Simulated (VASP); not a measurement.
# Mo3W (Pm-3n) in VASP: notebook

Runs on Mo3W. Level: PBE. Tasks: single point, relaxation of cell and atoms.

Everything below comes from runs of VASP 6.6.1. Logs are shortened: lines on timing, memory, paths and dates and some standing lists are left out, and cuts for length are marked.

## 1. The cell of the first run

Symmetry: Pm-3n, No. 223, cubic system. Conventional cell: a = 5.055 Å, b = 5.055 Å, c = 5.055 Å, α = 90.00°, β = 90.00°, γ = 90.00°. Mo (site symmetry -4m2) has 10 Mo at 2.53 to 3.10 Å and 4 W at 2.83 Å within 3.3 Å. Within 3.7 Å of W (site symmetry m-3) lie 12 Mo at 2.83 Å.

The cell was built from a structure type or drawn by symmetry, and may not be a known phase.

## 2. Single point, PBE

INCAR

```
ALGO = Normal
EDIFF = 1E-6
ENCUT = 500
GGA = PE
GGA_COMPAT = F
ISIF = 2
ISMEAR = 0
LASPH = T
LCHARG = F
LREAL = F
LWAVE = F
NBANDS = 66
NELM = 120
PREC = Accurate
SIGMA = 0.1
```

KPOINTS

```
k-points
0
Gamma
  4 4 4
```

POSCAR

```
Mo3W
1.0
    5.0546374956      0.0000000000      0.0000000000
    0.0000000000      5.0546374956      0.0000000000
    0.0000000000      0.0000000000      5.0546374956
Mo W
6 2
Direct
    0.2500000000      0.0000000000      0.5000000000
    0.5000000000      0.7500000000      0.0000000000
    0.7500000000      0.0000000000      0.5000000000
    0.5000000000      0.2500000000      0.0000000000
    0.0000000000      0.5000000000      0.7500000000
    0.0000000000      0.5000000000      0.2500000000
    0.0000000000      0.0000000000      0.0000000000
    0.5000000000      0.5000000000      0.5000000000
```

Potentials or basis: VASP PAW PBE potentials, release 64 (Mo_sv, W_sv).

On the command line:

```
$ cat potpaw_PBE.64/Mo_sv/POTCAR potpaw_PBE.64/W_sv/POTCAR > POTCAR
$ mpirun -np 1 vasp_std > vasp.out
```

OUTCAR:

```text
EDIFF = 1E-6
   ENCUT = 500
   GGA = PE
   ISIF = 2
   ISMEAR = 0
   LASPH = T
   LREAL = F
   NELM = 120
   PREC = Accurate

 ion  position               nearest neighbor table
   1  0.250  0.000  0.500-   3 2.53   3 2.53   8 2.83   7 2.83   8 2.83   7 2.83   5 3.10   6 3.10
                             6 3.10   5 3.10   4 3.10   2 3.10   4 3.10   2 3.10
   2  0.500  0.750  0.000-   4 2.53   4 2.53   8 2.83   8 2.83   7 2.83   7 2.83   6 3.10   5 3.10
                             6 3.10   5 3.10   1 3.10   1 3.10   3 3.10   3 3.10
   3  0.750  0.000  0.500-   1 2.53   1 2.53   8 2.83   7 2.83   8 2.83   7 2.83   5 3.10   6 3.10
                             6 3.10   5 3.10   4 3.10   2 3.10   4 3.10   2 3.10
   4  0.500  0.250  0.000-   2 2.53   2 2.53   8 2.83   8 2.83   7 2.83   7 2.83   6 3.10   5 3.10
                             6 3.10   5 3.10   3 3.10   1 3.10   3 3.10   1 3.10
   5  0.000  0.500  0.750-   6 2.53   6 2.53   8 2.83   7 2.83   7 2.83   8 2.83   3 3.10   4 3.10
                             1 3.10   3 3.10   1 3.10   2 3.10   4 3.10   2 3.10
   6  0.000  0.500  0.250-   5 2.53   5 2.53   8 2.83   7 2.83   7 2.83   8 2.83   3 3.10   4 3.10
                             1 3.10   3 3.10   1 3.10   2 3.10   4 3.10   2 3.10
   7  0.000  0.000  0.000-   1 2.83   2 2.83   3 2.83   4 2.83   5 2.83   6 2.83   1 2.83   3 2.83
                             5 2.83   6 2.83   2 2.83   4 2.83
   8  0.500  0.500  0.500-   1 2.83   2 2.83   3 2.83   4 2.83   5 2.83   6 2.83   2 2.83   4 2.83
                             1 2.83   3 2.83   5 2.83   6 2.83

  LATTYP: Found a simple cubic cell.
 ALAT       =     5.0546374956

  Lattice vectors:

 A1 = (   5.0546374956,   0.0000000000,   0.0000000000)
 A2 = (   0.0000000000,   5.0546374956,   0.0000000000)
 A3 = (   0.0000000000,   0.0000000000,   5.0546374956)

Analysis of symmetry for initial positions (statically):
=====================================================================
 Subroutine PRICEL returns:
 Original cell was already a primitive cell.

 Routine SETGRP: Setting up the symmetry group for a
 simple cubic supercell.

 Subroutine GETGRP returns: Found 48 space group operations
 (whereof 24 operations were pure point group operations)
 out of a pool of 48 trial point group operations.

The static configuration has the point symmetry T_h .
 The point group associated with its full space group is O_h .

Analysis of symmetry for dynamics (positions and initial velocities):
=====================================================================
 Subroutine PRICEL returns:
 Original cell was already a primitive cell.

 Routine SETGRP: Setting up the symmetry group for a
 simple cubic supercell.
[... 112 lines left out ...]
   TEBEG  =    0.0;   TEEND  =   0.0 temperature during run
   PSTRESS=    0.0 pullay stress
   NELECT =     112.0000    total number of electrons
   NUPDOWN=      -1.0000    fix difference up-down
   EMIN   =  10.00;   EMAX   =-10.00  energy-range for DOS
   EFERMI =   0.00;   METHOD = LEGACY
   ISMEAR =     0;   SIGMA  =   0.10  broadening in eV -4-tet -1-fermi 0-gaus
   EFERMI_NEDOS =   21; number of points for ismear=-14 and -15
   IALGO  =     38    algorithm
   IMIX   =      4    mixing-type and parameters
     AMIX     =   0.40;   BMIX     =  1.00
     AMIX_MAG =   1.60;   BMIX_MAG =  1.00
  volume/ion in A,a.u.               =      16.14       108.94
  Fermi-wavevector in a.u.,A,eV,Ry     =   1.561196  2.950233 33.161937  2.437334
  Thomas-Fermi vector in A             =   2.664297
   LORBIT       =      0    0 simple, 1 ext, 2 COOP (PROOUT), +10 PAW based schemes
   GGA     = PE    functional components
   LHFCALC =     F    Hartree Fock is set to
   AEXX    =    0.0000 exact exchange contribution
   IVDW    =     0    specifies the selected vdW correction
   LEPSILON=     F    determine dielectric tensor
   LRPA    =     F    only Hartree local field effects (RPA)
 non-spin polarized calculation
 Gauss-broadening in eV      SIGMA  =   0.10
  energy-cutoff  :      500.00
  volume of cell :      129.14
 maximum number of plane-waves:      3328
 NGX is ok and might be reduce to    40
   NGX = 19   NGY = 19   NGZ = 19

 number of electron     112.0000022 magnetization

 Free energy of the ion-electron system (eV)
  ---------------------------------------------------
  ext. energy  EPLUGINS =         0.00000000
  ---------------------------------------------------
  free energy    TOTEN  =       -90.83416716 eV

  energy without entropy =      -90.81697962  energy(sigma->0) =      -90.82557339

 E-fermi :  11.6776     XC(G=0): -13.2812

 val. band max:       11.6719687565   @ k =   0.5000   0.5000   0.0000
 cond. band min:      11.7391596954   @ k =   0.5000   0.5000   0.0000
 fundamental gap:      0.0671909389
 Fermi energy:        11.6775630575

 k-point     1 :       0.0000    0.0000    0.0000
  band No.  band energies     occupation
      1     -62.0291      2.00000
      2     -62.0286      2.00000
      3     -49.4620      2.00000
      4     -49.3886      2.00000
      5     -49.3886      2.00000
      6     -49.1548      2.00000
[... 679 lines left out ...]
     65      14.2426      0.00000
     66      14.2426      0.00000

------------------------ aborting loop because EDIFF is reached ----------------------------------------

  FORCE on cell =-STRESS in cart. coord.  units (eV):
  Direction    XX          YY          ZZ          XY          YZ          ZX
  --------------------------------------------------------------------------------------
  -------------------------------------------------------------------------------------
  Total        0.3975431      0.3975431      0.3975431      0.0000000     -0.0000000      0.0000000
  in kB        4.9320193      4.9320193      4.9320193      0.0000000     -0.0000000      0.0000000
  external PRESSURE =       4.9320193 kB  Pullay stress =       0.0000000 kB

 VOLUME and BASIS-vectors are now :
 -----------------------------------------------------------------------------
  energy-cutoff  :      500.00
  volume of cell :      129.14
      direct lattice vectors                 reciprocal lattice vectors
     5.054637496  0.000000000  0.000000000     0.197838124  0.000000000  0.000000000
     0.000000000  5.054637496  0.000000000     0.000000000  0.197838124  0.000000000
     0.000000000  0.000000000  5.054637496     0.000000000  0.000000000  0.197838124

 POSITION                                       TOTAL-FORCE (eV/Angst)
 -----------------------------------------------------------------------------------
      1.26366      0.00000      2.52732         0.000000     -0.000000     -0.000000
      2.52732      3.79098      0.00000        -0.000000      0.000000      0.000000
      3.79098      0.00000      2.52732        -0.000000     -0.000000     -0.000000
      2.52732      1.26366      0.00000        -0.000000     -0.000000     -0.000000
      0.00000      2.52732      3.79098         0.000000      0.000000     -0.000000
      0.00000      2.52732      1.26366         0.000000     -0.000000     -0.000000
      0.00000      0.00000      0.00000         0.000000      0.000000     -0.000000
      2.52732      2.52732      2.52732         0.000000      0.000000     -0.000000
 -----------------------------------------------------------------------------------
    total drift:                                0.000000     -0.000000      0.000000

  FREE ENERGIE OF THE ION-ELECTRON SYSTEM (eV)
  ---------------------------------------------------
  free  energy   TOTEN  =       -90.8341671571 eV

  energy  without entropy=      -90.8169796218  energy(sigma->0) =      -90.82557339
```

OSZICAR:

```text
N       E                     dE             d eps       ncg     rms          rms(c)
DAV:   1     0.151137862632E+04    0.15114E+04   -0.65238E+04  1320   0.181E+03
DAV:   2    -0.610143789963E+01   -0.15175E+04   -0.14769E+04  1408   0.591E+02
DAV:   3    -0.938848897381E+02   -0.87783E+02   -0.83721E+02  1746   0.136E+02
DAV:   4    -0.961103229516E+02   -0.22254E+01   -0.21760E+01  1576   0.189E+01
DAV:   5    -0.961647892432E+02   -0.54466E-01   -0.54247E-01  1646   0.277E+00    0.447E+01
DAV:   6    -0.917502332492E+02    0.44146E+01   -0.11584E+01  1510   0.163E+01    0.139E+01
DAV:   7    -0.910866333445E+02    0.66360E+00   -0.40672E+00  1648   0.921E+00    0.370E+00
DAV:   8    -0.908779759061E+02    0.20866E+00   -0.20182E+00  1668   0.464E+00    0.231E+00
DAV:   9    -0.908369679447E+02    0.41008E-01   -0.23691E-01  1748   0.208E+00    0.888E-01
DAV:  10    -0.908341591353E+02    0.28088E-02   -0.18985E-02  1728   0.636E-01    0.180E-01
DAV:  11    -0.908342517889E+02   -0.92654E-04   -0.29797E-03  1712   0.183E-01    0.855E-02
DAV:  12    -0.908341690522E+02    0.82737E-04   -0.64911E-04  1704   0.871E-02    0.130E-02
DAV:  13    -0.908341681919E+02    0.86023E-06   -0.30709E-05  1412   0.197E-02    0.570E-03
DAV:  14    -0.908341671507E+02    0.10412E-05   -0.13633E-06  1006   0.579E-03    0.150E-03
DAV:  15    -0.908341671571E+02   -0.63847E-08   -0.39020E-07   838   0.246E-03
   1 F= -.90834167E+02 E0= -.90825573E+02  d E =-.171875E-01
```

stdout:

```text
POSCAR found type information on POSCAR MoW
 POSCAR found :  2 types and       8 ions
 scaLAPACK will be used
 LDA part: xc-table for (Slater+PW92), standard interpolation
 POSCAR, INCAR and KPOINTS ok, starting setup
 FFT: planning ... GRIDC
 FFT: planning ... GRID_SOFT
 FFT: planning ... GRID
 WAVECAR not read
 entering main loop
```

Wall time 71 s (1 thread of AMD EPYC 7R13 (Zen 3), shared host); peak memory 0.23 GiB.

Results:

| Property | Result |
| --- | --- |
| Free energy | -90.8342 eV |
| Pressure | 0.5 GPa |
| Band gap on the k mesh | zero (bands 56 and 57 overlap by 0.59 eV) |

Caveat: spin-orbit coupling is left out, which moves the levels of the heavy elements.

## 3. Single point, PBE

This run uses another cell than the first one, of 20.76 Å³/atom.

INCAR

```
SYSTEM = Mo3W
PREC     = Accurate       ! precision mode
ENCUT    = 500            ! plane-wave cutoff, eV
EDIFF    = 1E-6           ! SCF threshold, eV
ISMEAR   = 0              ! smearing method
SIGMA    = 0.1            ! smearing width, eV
LREAL    = .FALSE.        ! projectors in reciprocal space
LASPH    = .TRUE.         ! aspherical terms in the spheres
NELM     = 120            ! most SCF steps
ALGO     = Normal         ! electronic algorithm
ISIF     = 2              ! what is computed and relaxed
LWAVE    = .FALSE.        ! write WAVECAR
LCHARG   = .FALSE.        ! write CHGCAR
GGA      = PE             ! functional
NBANDS   = 66             ! bands
GGA_COMPAT= .FALSE.
```

KPOINTS

```
Automatic mesh
0
G
  4 4 4
  0 0 0
```

POSCAR, as its differences from that of step 2:

```diff
@@ -2,5 +2,5 @@
 1.0
-    5.0546374956      0.0000000000      0.0000000000
-    0.0000000000      5.0546374956      0.0000000000
-    0.0000000000      0.0000000000      5.0546374956
+    5.4968010400      0.0000000000      0.0000000000
+    0.0000000000      5.4968010400      0.0000000000
+    0.0000000000      0.0000000000      5.4968010400
 Mo W
```

Potentials or basis: VASP PAW PBE potentials, release 64 (Mo_sv, W_sv).

On the command line:

```
$ cat potpaw_PBE.64/Mo_sv/POTCAR potpaw_PBE.64/W_sv/POTCAR > POTCAR
$ mpirun -np 1 vasp_std > vasp.out
```

It took 75 s on 1 thread of AMD EPYC 7R13 (Zen 3), shared host; peak memory 0.24 GiB.

The run converged. Its results:

```
Free energy            : -85.3254 eV
Pressure               : -38.4 GPa
Band gap on the k mesh : zero (bands 56 and 57 overlap by 0.30 eV)
```

Levels at points of the mesh, in eV from the Fermi level:
| k point | band 52 | band 53 | band 54 | band 55 | band 56 | band 57 | band 58 | band 59 | band 60 | band 61 |
| --- | --- | --- | --- | --- | --- | --- | --- | --- | --- | --- |
| (0.00, 0.00, 0.00) | -1.11 | -1.06 | -1.06 | -0.16 | -0.16 | -0.16 | 0.80 | 0.80 | 0.80 | 0.91 |
| (0.50, 0.00, 0.00) | -0.82 | -0.68 | -0.68 | -0.59 | -0.59 | 0.31 | 0.31 | 0.33 | 0.33 | 0.74 |
| (0.50, 0.50, 0.00) | -1.06 | -0.72 | -0.55 | -0.55 | 0.00 | 0.04 | 0.04 | 0.14 | 0.53 | 0.71 |
| (0.50, 0.50, 0.50) | -0.98 | -0.98 | -0.98 | -0.98 | -0.98 | 0.70 | 0.70 | 0.70 | 0.70 | 0.70 |

Caveat: the cell stands under tension; spin-orbit coupling is left out, which moves the levels of the heavy elements.

## 4. Relaxation of cell and atoms, PBE

This run uses another cell than the first one, of 20.76 Å³/atom.

INCAR

```
ALGO = Normal ; EDIFF = 1E-7
EDIFFG = -0.04 ; ENCUT = 500
GGA = PE ; GGA_COMPAT = False
IBRION = 2 ; ISIF = 3
ISMEAR = 0 ; LASPH = True
LCHARG = False ; LREAL = False
LWAVE = False ; NELM = 120
NELMIN = 4 ; NSW = 90
PREC = Accurate ; SIGMA = 0.1
```

KPOINTS

```
k-points
0
Gamma
  4 4 4
```

POSCAR is that of step 3.

On the command line:

```
$ cat potpaw_PBE.64/Mo_sv/POTCAR potpaw_PBE.64/W_sv/POTCAR > POTCAR
$ mpirun -np 1 vasp_std > vasp.out
```

It took 6 min on 1 thread of AMD EPYC 7R13 (Zen 3), shared host; peak memory 0.27 GiB.

Results (log left out):

* Free energy: -90.8548 eV
* Relaxed volume: 16.15 Å³/atom
* Relaxed cell: a = 5.055 Å, b = 5.055 Å, c = 5.055 Å, α = 90.00°, β = 90.00°, γ = 90.00°
* Space group after relaxing (to 0.1 Å): Pm-3n (No. 223)
* Pressure after relaxing: 0.4 GPa
* Band gap on the k mesh: zero (bands 56 and 57 overlap by 0.59 eV)

Final structure:
```xyz
8
Lattice="5.0549 0.0000 0.0000 0.0000 5.0549 0.0000 0.0000 0.0000 5.0549" Properties=species:S:1:pos:R:3 pbc="T T T"
Mo    1.2637    0.0000    2.5275
Mo    2.5275    3.7912    0.0000
Mo    3.7912    0.0000    2.5275
Mo    2.5275    1.2637    0.0000
Mo    0.0000    2.5275    3.7912
Mo    0.0000    2.5275    1.2637
W     0.0000    0.0000    0.0000
W     2.5275    2.5275    2.5275
```

Levels at points of the mesh, in eV from the Fermi level:
| k point | band 53 | band 54 | band 55 | band 56 | band 57 | band 58 | band 59 | band 60 |
| --- | --- | --- | --- | --- | --- | --- | --- | --- |
| (0.00, 0.00, 0.00) | -1.21 | -1.21 | -0.40 | -0.40 | -0.40 | 1.07 | 1.07 | 1.07 |
| (0.50, 0.00, 0.00) | -1.04 | -1.04 | -0.75 | -0.75 | 0.28 | 0.28 | 0.49 | 0.49 |
| (0.50, 0.50, 0.00) | -1.23 | -1.03 | -1.03 | -0.01 | 0.06 | 0.06 | 0.24 | 0.86 |
| (0.50, 0.50, 0.50) | -1.03 | -1.03 | -1.03 | -1.03 | 0.90 | 0.90 | 0.90 | 0.90 |

Caveat: the volume moved by over 15 % at a fixed basis, so the end points are rough; spin-orbit coupling is left out, which moves the levels of the heavy elements.

## 5. Single point, PBE

INCAR

```
SYSTEM = Mo3W
PREC = Accurate ; ENCUT = 500
EDIFF = 1E-6 ; ISMEAR = 0
SIGMA = 0.1 ; LREAL = .False.
LASPH = .True. ; NELM = 120
ALGO = Normal ; ISIF = 2
LWAVE = .False. ; LCHARG = .False.
GGA = PE ; NBANDS = 66
GGA_COMPAT = .False.
```

KPOINTS

```
Automatic mesh
0
Gamma
  8 8 8
  0 0 0
```

POSCAR, as its differences from that of step 4:

```diff
@@ -2,5 +2,5 @@
 1.0
-    5.4968010400      0.0000000000      0.0000000000
-    0.0000000000      5.4968010400      0.0000000000
-    0.0000000000      0.0000000000      5.4968010400
+    5.0535837642      0.0000000000      0.0000000000
+    0.0000000000      5.0535837642      0.0000000000
+    0.0000000000      0.0000000000      5.0535837642
 Mo W
```

On the command line:

```
$ cat potpaw_PBE.64/Mo_sv/POTCAR potpaw_PBE.64/W_sv/POTCAR > POTCAR
$ mpirun -np 1 vasp_std > vasp.out
```

Wall time 3.8 min (1 thread of AMD EPYC 7R13 (Zen 3), shared host); peak memory 0.33 GiB.

Results (log left out):

```yaml
Free_energy: -90.8638 eV
Pressure: 0.5 GPa
Band_gap_on_the_k_mesh: zero (bands 56 and 57 overlap by 0.61 eV)
```

Levels at points of the mesh, in eV from the Fermi level:
```csv
k point,band 53,band 54,band 55,band 56,band 57,band 58,band 59,band 60
"(0.00, 0.00, 0.00)",-1.14,-1.14,-0.34,-0.34,-0.34,1.15,1.15,1.15
"(0.50, 0.00, 0.00)",-0.97,-0.97,-0.67,-0.67,0.36,0.36,0.58,0.58
"(0.50, 0.50, 0.00)",-1.16,-0.96,-0.96,0.08,0.15,0.15,0.33,0.94
"(0.50, 0.50, 0.50)",-0.95,-0.95,-0.95,-0.95,0.98,0.98,0.98,0.98
```

Caveat: spin-orbit coupling is left out, which moves the levels of the heavy elements.

## 6. The runs side by side

```csv
task,cell,k mesh,gap on the mesh (eV),pressure (GPa)
single point,"a = 5.055 Å, 8 atoms",4 × 4 × 4,none,0.5
single point,"a = 5.497 Å, 8 atoms",4 × 4 × 4,none,-38.4
relaxation of cell and atoms,"relaxed from a = 5.497 Å, 8 atoms",4 × 4 × 4,none,0.4
single point,"a = 5.054 Å, 8 atoms",8 × 8 × 8,none,0.5
```

Alike in all rows: level PBE; potentials or basis VASP PAW PBE potentials, release 64 (Mo_sv, W_sv); no spin polarisation; cutoff (eV) 500; smearing gaussian 0.1 eV.

Caveats: spin-orbit coupling is left out, which moves the levels of the heavy elements; the cell stands under tension (at least some runs); the volume moved by over 15 % at a fixed basis, so the end points are rough (at least some runs).

Absolute energies hang on the potentials; compare differences alone.
